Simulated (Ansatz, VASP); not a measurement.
CaS: VASP beside Ansatz

```
CELL_PARAMETERS angstrom
0.00000 2.78222 2.79613
2.78222 0.00000 2.79613
2.78222 2.78222 0.00000
ATOMIC_POSITIONS crystal
Ca 0.00000 0.00000 0.00000
S 0.50000 0.50000 0.50000
```

Change from the starting cell: z stretched by +0.5 %, x and y held.

Alike in both runs: task single point; functional LDA; k mesh 6 × 6 × 6; no spin polarisation.

|  | VASP | Ansatz |
| --- | --- | --- |
| version | VASP 6.6.1 | Ansatz 0.2.0 |
| potentials or method | VASP PAW LDA potentials, release 64 (Ca_sv, S), cutoff 500 eV | all-electron LAPW, scalar-relativistic |
| occupations | gaussian, width 0.01 eV | fixed |

Ansatz gave:

```
gap on the k mesh at the Fermi level (eV)                     : 1.98
pressure (GPa)                                                : -0.3
traceless stress, the component that is largest in VASP (GPa) : -0.42
```

Problem. Which values does VASP return?

Solution. gap on the k mesh at the Fermi level (eV): 1.97; pressure (GPa): -0.1; traceless stress, the component that is largest in VASP (GPa): -0.43.

LDA's correlation is that of Perdew and Zunger in VASP and of Perdew and Wang (1992) in Ansatz. Ansatz ran all-electron here, and VASP with PAW potentials.
